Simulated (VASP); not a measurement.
# H12C11O16 in VASP: further runs, part 2 of 2

VASP 6.6.1. The steps go on from the part before.

**4. Single point, LDA**

File INCAR:

```
ALGO = Normal ; EDIFF = 1E-7
ENCUT = 520 ; GGA = CA
ISIF = 2 ; ISMEAR = -1
LASPH = True ; LCHARG = False
LREAL = Auto ; LWAVE = False
NBANDS = 101 ; NELM = 100
PREC = Accurate ; SIGMA = 0.05
```

File KPOINTS:

```
k-points
0
Gamma
  1 1 1
```

File POSCAR:

```
H12C11O16
1.0
    8.8620950000      0.0000000000      0.0000000000
    0.0000000000      8.8620950000      0.0000000000
    0.0000000000      0.0000000000      8.8620950000
C O H
11 16 12
Direct
    0.1409598972      0.4728904396      0.1625800671
   -0.0541406970      0.8368224444      0.7596962118
    0.3970731526     -0.0321368706      0.4482912900
    0.3631308398      0.5896009916      0.8290703271
    0.4001536883      0.1691812151      0.8330197318
    0.3272363927      0.8828499356      0.0929802716
    0.7680915179      0.5560987554      0.2749575580
    0.7480398258      0.2050756621      0.5608606091
    0.8239022488      0.3541939011      0.9670738127
    1.0140830131      0.0918405862      0.2473907129
    0.0927884434      0.4133672681      0.6131281599
    0.1224202629      0.5726749713      0.0791573550
    0.1572427287      0.3877864094      0.2655805427
    0.0493111392      0.8716561942      0.8277275294
   -0.1558096590      0.7795899277      0.6962349196
    0.3821782547     -0.0994347273      0.5615940700
    0.4438341047      0.0515115218      0.3586510865
    0.2961037994      0.5570014765      0.7247834739
    0.4177454654      0.6480183298      0.9348692380
    0.5157696910      0.2252627624      0.8428029715
    0.2781622179      0.1109895572      0.8457480991
    0.3511697855      0.8212505057      0.2090137829
    0.8645246976      0.5826274713      0.1754212745
    0.6299751921      0.1366042680      0.5536839765
    0.8766098761      0.2365467759      1.0252767545
    1.0405891609      0.0855215386      0.3842432292
   -0.0415364539      0.4458765111      0.5988764508
    0.4202279484      0.8926444594      0.0089820748
    0.2087655346      0.9137455647      0.0574694810
    0.7955116708      0.5608493251      0.4044190454
    0.6455245628      0.5203961366      0.2474922690
    0.7688475468      0.3122173707      0.5295587556
    0.8626628354      0.1448077458      0.5827515954
    0.8809767893      0.4746620297      0.9732348841
    0.7118181423      0.3514406018      0.9169615085
    0.8939985410      0.0786270064      0.2022772268
    1.1041294412      0.1110008412      0.1580438937
    0.1401700162      0.3322690628      0.7025426832
    0.1728598035      0.4618208223      0.5399287640
```

Potentials or basis: VASP PAW LDA potentials, release 64 (C, O, H).

Command:

```bash
$ cat potpaw_LDA.64/C/POTCAR potpaw_LDA.64/O/POTCAR potpaw_LDA.64/H/POTCAR > POTCAR
$ mpirun -np 1 vasp_gam > vasp.out
```

OUTCAR:

```text
EDIFF = 1E-7
   ENCUT = 520
   GGA = CA
   ISIF = 2
   ISMEAR = -1
   LASPH = True
   LREAL = Auto
   NELM = 100
   PREC = Accurate

 ion  position               nearest neighbor table
   1  0.141  0.473  0.163-  12 1.16  13 1.19
   2  0.946  0.837  0.760-  14 1.14  15 1.18
   3  0.397  0.968  0.448-  17 1.16  16 1.18
   4  0.363  0.590  0.829-  18 1.14  19 1.18
   5  0.400  0.169  0.833-  20 1.14  21 1.20
   6  0.327  0.883  0.093-  28 1.11  29 1.13  22 1.18
   7  0.768  0.556  0.275-  31 1.16  30 1.17  23 1.25
   8  0.748  0.205  0.561-  32 1.01  33 1.16  24 1.21
   9  0.824  0.354  0.967-  35 1.09  34 1.18  25 1.25
  10  0.014  0.092  0.247-  37 1.14  36 1.14  26 1.24
  11  0.093  0.413  0.613-  39 1.05  38 1.15  27 1.23
  12  0.122  0.573  0.079-   1 1.16
  13  0.157  0.388  0.266-   1 1.19
  14  0.049  0.872  0.828-   2 1.14
  15  0.844  0.780  0.696-   2 1.18
  16  0.382  0.901  0.562-   3 1.18
  17  0.444  0.052  0.359-   3 1.16
[... 20 lines left out ...]
  38  0.140  0.332  0.703-  11 1.15
  39  0.173  0.462  0.540-  11 1.05

  LATTYP: Found a simple cubic cell.
 ALAT       =     8.8620950000

  Lattice vectors:

 A1 = (   8.8620950000,   0.0000000000,   0.0000000000)
 A2 = (   0.0000000000,   8.8620950000,   0.0000000000)
 A3 = (   0.0000000000,   0.0000000000,   8.8620950000)

Analysis of symmetry for initial positions (statically):
=====================================================================
 Subroutine PRICEL returns:
 Original cell was already a primitive cell.

 Routine SETGRP: Setting up the symmetry group for a
 simple cubic supercell.

 Subroutine GETGRP returns: Found  1 space group operations
 (whereof  1 operations were pure point group operations)
 out of a pool of 48 trial point group operations.

The static configuration has the point symmetry C_1 .

Analysis of symmetry for dynamics (positions and initial velocities):
[... 184 lines left out ...]
  Thomas-Fermi vector in A             =   2.117209
   LORBIT       =      0    0 simple, 1 ext, 2 COOP (PROOUT), +10 PAW based schemes
   GGA     = CA    functional components
   LHFCALC =     F    Hartree Fock is set to
   AEXX    =    0.0000 exact exchange contribution
   IVDW    =     0    specifies the selected vdW correction
   LEPSILON=     F    determine dielectric tensor
   LRPA    =     F    only Hartree local field effects (RPA)
 non-spin polarized calculation
  energy-cutoff  :      520.00
  volume of cell :      696.00
 maximum number of plane-waves:      9403
 NGX is ok and might be reduce to    70
   NGX = 33   NGY = 33   NGZ = 33

 number of electron     152.0000002 magnetization

 Free energy of the ion-electron system (eV)
  ---------------------------------------------------
  ext. energy  EPLUGINS =         0.00000000
  ---------------------------------------------------
  free energy    TOTEN  =      -262.44172667 eV

  energy without entropy =     -262.44172667  energy(sigma->0) =     -262.44172667

 E-fermi :  -1.5372     XC(G=0):  -6.4324

 val. band max:       -2.7228260772   @ k =   0.0000   0.0000   0.0000
 cond. band min:      -0.3787996988   @ k =   0.0000   0.0000   0.0000
 fundamental gap:      2.3440263784
 Fermi energy:        -1.5371686956

 k-point     1 :       0.0000    0.0000    0.0000
  band No.  band energies     occupation
      1     -26.8656      2.00000
      2     -26.6318      2.00000
      3     -26.1055      2.00000
      4     -25.9512      2.00000
      5     -25.5357      2.00000
      6     -25.2791      2.00000
[... 80 lines left out ...]
     87       1.8222      0.00000
     88       1.9602      0.00000
 [bands above 88 left out]

------------------------ aborting loop because EDIFF is reached ----------------------------------------

  FORCE on cell =-STRESS in cart. coord.  units (eV):
  Direction    XX          YY          ZZ          XY          YZ          ZX
  --------------------------------------------------------------------------------------
  -------------------------------------------------------------------------------------
  Total       -2.1189271     -1.1465336     -1.1131613      3.8827340      2.8165012      3.3276809
  in kB       -4.8777260     -2.6392965     -2.5624741      8.9379726      6.4835270      7.6602520
  external PRESSURE =      -3.3598322 kB  Pullay stress =       0.0000000 kB

 VOLUME and BASIS-vectors are now :
 -----------------------------------------------------------------------------
  energy-cutoff  :      520.00
  volume of cell :      696.00
      direct lattice vectors                 reciprocal lattice vectors
     8.862095000  0.000000000  0.000000000     0.112840135  0.000000000  0.000000000
     0.000000000  8.862095000  0.000000000     0.000000000  0.112840135  0.000000000
     0.000000000  0.000000000  8.862095000     0.000000000  0.000000000  0.112840135

 POSITION                                       TOTAL-FORCE (eV/Angst)
 -----------------------------------------------------------------------------------
      1.24920      4.19080      1.44080         0.057965     -0.440297      2.693512
      8.38229      7.41600      6.73250        -2.781420     -2.379211     -1.664240
      3.51890      8.57729      3.97280         1.485499      0.502637      1.642185
      3.21810      5.22510      7.34730         1.308099      2.776183      3.334503
      3.54620      1.49930      7.38230        -4.941810     -2.533018      1.163959
      2.90000      7.82390      0.82400        -0.756835      0.023835     -1.868225
[... 31 lines left out ...]
      1.24220      2.94460      6.22600        -0.624333      0.376419     -0.427539
      1.53190      4.09270      4.78490         1.292269      0.549910     -1.364699
 -----------------------------------------------------------------------------------
    total drift:                                0.001034      0.018080     -0.001912

  FREE ENERGIE OF THE ION-ELECTRON SYSTEM (eV)
  ---------------------------------------------------
  free  energy   TOTEN  =      -262.4417266708 eV

  energy  without entropy=     -262.4417266704  energy(sigma->0) =     -262.44172667
```

stdout:

```text
POSCAR found type information on POSCAR C O H
 POSCAR found :  3 types and      39 ions
 scaLAPACK will be used
 LDA part: xc-table for (Slater(with rela. corr.)+CA(PZ))
 , standard interpolation
 POSCAR, INCAR and KPOINTS ok, starting setup
 FFT: planning ... GRIDC
 FFT: planning ... GRID_SOFT
 FFT: planning ... GRID
 WAVECAR not read
 entering main loop
```

It took 4.9 min on 1 thread of Intel Xeon 8259CL, shared host; peak memory 0.46 GiB.

What came out:

| Property | Result |
| --- | --- |
| Free energy | -262.4417 eV |
| Pressure | -0.3 GPa |
| Largest force | 5.674 eV/Å |
| Band gap on the k mesh | 2.34 eV |

Forces in eV/Å, atoms in the order of the input:
```
C    0.058 -0.440  2.694
C   -2.781 -2.379 -1.664
C    1.485  0.503  1.642
C    1.308  2.776  3.335
C   -4.942 -2.533  1.164
C   -0.757  0.024 -1.868
C    1.106  0.147 -0.564
C    0.923 -5.101  0.450
C    1.921 -0.648  1.408
C   -0.306 -0.293  1.521
C   -2.302 -0.778  0.823
O    0.605 -0.354 -1.053
O   -0.155  0.838 -1.939
O    2.558  1.502  1.598
O    0.242  0.838  0.062
O   -0.915 -0.496 -0.519
O   -0.729  0.229 -1.139
O   -1.285 -1.545 -2.830
O    0.418 -1.070 -0.278
O    2.446  1.301 -0.358
O    2.418  1.260 -0.848
O    0.287 -0.997  2.126
O   -2.569 -0.388  2.549
O    0.076  0.533  0.540
O   -0.730  2.578 -1.311
O   -0.115  0.163 -1.977
O    1.169 -0.490  0.606
H    0.012  0.517 -0.255
H    0.296  0.272 -0.045
H    0.000  0.035 -1.382
H    0.969  0.373 -0.051
H    0.064  4.408 -1.006
H   -0.889  0.158  0.215
H   -0.393 -1.747 -0.140
H   -0.668 -0.086 -0.442
H    0.763  0.039  0.266
H   -0.255 -0.075  0.463
H   -0.624  0.376 -0.428
H    1.292  0.550 -1.365
```

Caveat: the k points lie up to 0.71 Å⁻¹ apart; the atoms stand as in a frame of molecular dynamics.

**5. The runs side by side**

```tsv
cell	gap on the mesh (eV)	pressure (GPa)	largest force (eV/Å)
as given, atomic positions A	2.66	-0.1	5.16
as given, atomic positions B	2.29	1.7	9.15
as given, atomic positions C	2.34	-0.3	5.67
```

Alike in all rows: task single point; level LDA; potentials or basis VASP PAW LDA potentials, release 64 (C, O, H); no spin polarisation; k mesh 1 × 1 × 1; cutoff (eV) 520; smearing fermi-dirac 0.05 eV.

Caveats: all runs use coarse meshes; the atoms stand as in a frame of molecular dynamics.

Absolute energies hang on the potentials; compare differences alone.
